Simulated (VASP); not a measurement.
# SnSe2 (P-3m1) in VASP: settings compared, part 2 of 2

VASP 6.6.1. Earlier steps stand in the parts before.

### 3 Electric field gradients, revPBE

INCAR reads:

```
SYSTEM = SnSe2
ALGO     = Normal         ! electronic algorithm
EDIFF    = 1E-8           ! SCF threshold, eV
ENCUT    = 520            ! plane-wave cutoff, eV
GGA      = RE             ! functional
ISIF     = 2              ! what is computed and relaxed
ISMEAR   = -1             ! smearing method
LASPH    = .TRUE.         ! aspherical terms in the spheres
LCHARG   = .FALSE.        ! write CHGCAR
LEFG     = .TRUE.       
LREAL    = .FALSE.        ! projectors in reciprocal space
LWAVE    = .FALSE.        ! write WAVECAR
NBANDS   = 20             ! bands
NELM     = 60             ! most SCF steps
PREC     = Accurate       ! precision mode
SIGMA    = 0.02           ! smearing width, eV
```

KPOINTS reads:

```
k-points
0
G
  13 13 7
  0 0 0
```

POSCAR reads:

```
SnSe2
1.0
    3.8110000000      0.0000000000      0.0000000000
   -1.9055000000      3.3004228138      0.0000000000
    0.0000000000      0.0000000000      6.1360000000
Sn Se
1 2
Direct
    0.0000000000      0.0000000000      0.0000000000
    0.3333333333      0.6666666667      0.2490000000
    0.6666666667      0.3333333333      0.7510000000
```

Potentials or basis: VASP PAW PBE potentials, release 64 (Sn_d, Se).

Launch:

```
> cat potpaw_PBE.64/Sn_d/POTCAR potpaw_PBE.64/Se/POTCAR > POTCAR
> mpirun -np 1 vasp_std > vasp.out
```

OUTCAR:

```text
SYSTEM = SnSe2
   EDIFF = 1E-8
   ENCUT = 520
   GGA = RE
   ISIF = 2
   ISMEAR = -1
   LASPH = .TRUE.
   LREAL = .FALSE.
   NELM = 60
   PREC = Accurate

 ion  position               nearest neighbor table
   1  0.000  0.000  0.000-   2 2.68   3 2.68   2 2.68   3 2.68   3 2.68   2 2.68
   2  0.333  0.667  0.249-   1 2.68   1 2.68   1 2.68
   3  0.667  0.333  0.751-   1 2.68   1 2.68   1 2.68

  LATTYP: Found a hexagonal cell.
 ALAT       =     3.8110000000
 C/A-ratio  =     1.6100760955

  Lattice vectors:

[... 770 lines left out ...]

  energy  without entropy=      -10.8260130303  energy(sigma->0) =      -10.82601303

 Electric field gradients (V/A^2)
---------------------------------------------------------------------
 ion       V_xx      V_yy      V_zz      V_xy      V_xz      V_yz
---------------------------------------------------------------------
   1      -1.966    -1.966     3.932    -0.000     0.000    -0.000
   2      49.213    49.212   -98.425    -0.000     0.000    -0.000
   3      49.213    49.212   -98.425    -0.000     0.000    -0.000
---------------------------------------------------------------------

 Electric field gradients after diagonalization (V/A^2)
 (convention: |V_zz| > |V_xx| > |V_yy|)
----------------------------------------------------------------------
 ion       V_xx      V_yy      V_zz     asymmetry (V_yy - V_xx)/ V_zz
----------------------------------------------------------------------
   1      -1.966    -1.966     3.932       0.000
   2      49.213    49.212   -98.425       0.000
   3      49.213    49.212   -98.425       0.000
----------------------------------------------------------------------

           NMR quadrupolar parameters

 Cq : quadrupolar parameter    Cq=e*Q*V_zz/h
 eta: asymmetry parameters     (V_yy - V_xx)/ V_zz
 Q  : nuclear electric quadrupole moment in mb (millibarn)
----------------------------------------------------------------------
 ion       Cq(MHz)       eta       Q (mb)
----------------------------------------------------------------------
   1       0.010       0.000       1.000
   2      -0.238       0.000       1.000
   3      -0.238       0.000       1.000
----------------------------------------------------------------------
```

OSZICAR:

```text
N       E                     dE             d eps       ncg     rms          rms(c)
DAV:   1     0.208187224632E+03    0.20819E+03   -0.12148E+04  5180   0.148E+03
DAV:   2     0.128274709857E+02   -0.19536E+03   -0.18784E+03  5376   0.387E+02
DAV:   3    -0.102525942804E+02   -0.23080E+02   -0.22598E+02  6160   0.114E+02
DAV:   4    -0.110585009580E+02   -0.80591E+00   -0.80455E+00  5932   0.224E+01
DAV:   5    -0.110780664437E+02   -0.19565E-01   -0.19564E-01  7028   0.367E+00    0.538E+00
DAV:   6    -0.108376454547E+02    0.24042E+00   -0.48281E-01  7704   0.745E+00    0.350E+00
DAV:   7    -0.108234336876E+02    0.14212E-01   -0.17507E-01  6032   0.273E+00    0.106E+00
DAV:   8    -0.108248419468E+02   -0.14083E-02   -0.14436E-02  6176   0.121E+00    0.289E-01
DAV:   9    -0.108258726358E+02   -0.10307E-02   -0.21516E-03  5812   0.338E-01    0.933E-02
DAV:  10    -0.108259255569E+02   -0.52921E-04   -0.14375E-04  6748   0.882E-02    0.377E-02
DAV:  11    -0.108260071186E+02   -0.81562E-04   -0.11958E-04  5592   0.567E-02    0.871E-03
DAV:  12    -0.108260094741E+02   -0.23555E-05   -0.39062E-06  6764   0.149E-02    0.756E-03
DAV:  13    -0.108260126333E+02   -0.31591E-05   -0.95670E-06  5556   0.154E-02    0.387E-03
DAV:  14    -0.108260127926E+02   -0.15932E-06   -0.99809E-08  6312   0.202E-03    0.206E-03
DAV:  15    -0.108260129903E+02   -0.19772E-06   -0.93485E-08  5656   0.181E-03    0.279E-04
DAV:  16    -0.108260130347E+02   -0.44387E-07   -0.14518E-08  4948   0.617E-04    0.162E-04
DAV:  17    -0.108260130303E+02    0.43956E-08   -0.16572E-09  3888   0.276E-04
   1 F= -.10826013E+02 E0= -.10826013E+02  d E =-.598256E-10
```

stdout:

```text
POSCAR found type information on POSCAR SnSe
 POSCAR found :  2 types and       3 ions
 scaLAPACK will be used
 -----------------------------------------------------------------------------
|                                                                             |
|                                                                             |
|     You enforced a specific xc type in the INCAR file but a different       |
|     I HOPE YOU KNOW WHAT YOU ARE DOING!                                     |
|                                                                             |
 -----------------------------------------------------------------------------

 LDA part: xc-table for (Slater+PW92), standard interpolation
 POSCAR, INCAR and KPOINTS ok, starting setup
 FFT: planning ... GRIDC
 FFT: planning ... GRID_SOFT
 FFT: planning ... GRID
 WAVECAR not read
 entering main loop
ion   1

ion   2

ion   3
```

Run time: 78 s. Hardware: 1 thread of Intel Xeon 6975P-C (Granite Rapids), shared host; peak memory 0.32 GiB.

What came out:

- Free energy: -10.8260 eV
- Pressure: 6.9 GPa
- Largest force: 0.835 eV/Å
- Band gap on the k mesh: 0.76 eV (least direct gap 1.19 eV)
- Largest electric field gradient by atom: Sn +3.9; Se -98.4 V/Å²

Forces on the atoms (eV/Å):
```
Sn   0.000  0.000  0.000
Se   0.000  0.000  0.835
Se   0.000  0.000 -0.835
```

Levels at points of the mesh, in eV from the valence-band top:
```csv
k point,band 11,band 12,band 13,band 14,band 15,band 16
"(0.00, 0.00, 0.00)",-0.43,-0.43,-0.04,1.15,2.97,4.64
```

Electric field gradients, principal values (V/Å²):
| atom | least | middle | greatest (by size) |
| --- | --- | --- | --- |
| 1 Sn | -1.966 | -1.966 | 3.932 |
| 2 Se | 49.212 | 49.213 | -98.425 |
| 3 Se | 49.212 | 49.213 | -98.425 |

Caveat: the cell stands under pressure; without QUAD_EFG the Cq values of the log hold for a quadrupole moment of 1 mb, not for the nuclei; the PAW data sets were made with another functional, which shifts forces and pressure a little; spin-orbit coupling is left out, which moves the levels of the heavy elements; an odd mesh through Γ misses points on the zone boundary, where band edges can lie; this functional lacks dispersion, which binds the layers, so the pressure and a relaxed spacing across them are unreliable.
